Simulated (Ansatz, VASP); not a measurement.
## Two plane-wave programs on Mg4S

```
CELL_PARAMETERS angstrom
6.48164 0.00000 0.00000
0.00000 5.28814 0.00000
-1.75237 0.00000 6.55134
ATOMIC_POSITIONS crystal
Mg 0.86590 0.75000 0.00461
Mg 0.11098 0.25000 0.55134
Mg 0.13410 0.25000 0.99539
Mg 0.88902 0.75000 0.44866
Mg 0.30931 0.75000 0.82716
Mg 0.66576 0.25000 0.69264
Mg 0.69069 0.25000 0.17284
Mg 0.33424 0.75000 0.30736
S 0.38068 0.25000 0.34597
S 0.61932 0.75000 0.65403
```

Change from the starting cell: the structure that the rattled cell fell into.

Alike in both runs: task relaxation of cell and atoms; functional PBE; k mesh 6 × 8 × 6; occupations gaussian, width 0.1 eV; no spin polarisation.

|  | VASP | Ansatz |
| --- | --- | --- |
| version | VASP 6.6.1 | Ansatz 0.2.0 |
| potentials or method | VASP PAW PBE potentials, release 64 (Mg, S), cutoff 600 eV | scalar-relativistic, plane waves, PAW |
| valence electrons in the cell | 28 | 92 |

Ansatz gave:

* gap on the k mesh at the Fermi level, each at its own relaxed structure (eV): none
* relaxed volume (Å³/atom): 22.48
* relaxed length of the cell vector where the two differ most in proportion (Å): 5.273

**Question.** What did VASP give for the same quantities?

**Answer.** gap on the k mesh at the Fermi level, each at its own relaxed structure (eV): none; relaxed volume (Å³/atom): 22.41; relaxed length of the cell vector where the two differ most in proportion (Å): 5.265.

A gap of «none» marks a metal or a gap that the smearing closes. VASP's potentials hold 28 valence electrons a cell and Ansatz's 92, so a difference there can come from the potentials and not from the codes.
